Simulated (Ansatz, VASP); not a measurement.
# One calculation of Ni, two programs

```
Ni
1.0
     2.48939    0.00000    0.00000
     0.00000    2.48939    0.00000
     0.00000    0.00000   19.52050
Ni
3
Direct
  0.00000 0.00000 0.41253
  0.50000 0.50000 0.50000
  0.00000 0.00000 0.58747
```

Alike in both runs: functional PBE; k mesh 16 × 16 × 1; occupations fermi-dirac, width 0.1 eV; collinear spin.

Ansatz relaxed the structure, and its values are those at the end. VASP's run is a single point on that final structure, the one shown.

|  | VASP | Ansatz |
| --- | --- | --- |
| version | VASP 6.6.1 | Ansatz 0.2.0 |
| potentials or method | VASP PAW PBE potentials, release 64 (Ni) | PAW with Ansatz's default frozen-core files, scalar-relativistic |
| plane-wave cutoff (eV) | 520 | 420 |
| valence electrons in the cell | 30 | 54 |

VASP gave:

```
rms of the force components (eV/Å)                            : 0.005
net moment per atom (μB)                                      : 0.69
size of the moment on the site where the two differ most (μB) : 0.65
```

Estimate Ansatz's values.

rms of the force components (eV/Å): 0.004; net moment per atom (μB): 0.70; size of the moment on the site where the two differ most (μB): 0.69.

Site moments also hang on the region over which each program counts them. VASP's potentials hold 30 valence electrons a cell and Ansatz's 54, so a difference there can come from the potentials and not from the codes. Ansatz's warnings: stress scf threshold loose.
